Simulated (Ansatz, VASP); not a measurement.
Si2As in VASP and in Ansatz

```
Si As
1.0
     0.00000    4.25551    2.52983
     2.56252    0.00000    2.52983
     2.56252    4.25551    0.00000
Si As
2 1
Direct
  0.73634 0.73634 0.76366
  0.23634 0.23634 0.26366
  0.96195 0.96195 0.03805
```

Alike in both runs: functional PBE; k mesh 5 × 5 × 5; occupations gaussian, width 0.2 eV; no spin polarisation.

Ansatz relaxed the structure, and its values are those at the end. VASP's run is a single point on that final structure, the one shown.

|  | VASP | Ansatz |
| --- | --- | --- |
| version | VASP 6.6.1 | Ansatz 0.2.0 |
| potentials or method | VASP PAW PBE potentials, release 64 (Si, As), cutoff 500 eV | scalar-relativistic, plane waves, PAW |
| valence electrons in the cell | 13 | 23 |

|  | VASP | Ansatz | Ansatz less VASP |
| --- | --- | --- | --- |
| gap on the k mesh at the Fermi level (eV) | none | none | - |
| pressure (GPa) | -0.3 | -0.3 | -0.05 |
| rms of the force components (eV/Å) | 0.006 | 0.007 | +0.0010 |

A gap of «none» marks a metal or a gap that the smearing closes. VASP's potentials hold 13 valence electrons a cell and Ansatz's 23, so a difference there can come from the potentials and not from the codes.

The k mesh is coarse, so the values compare programs but aren't converged.
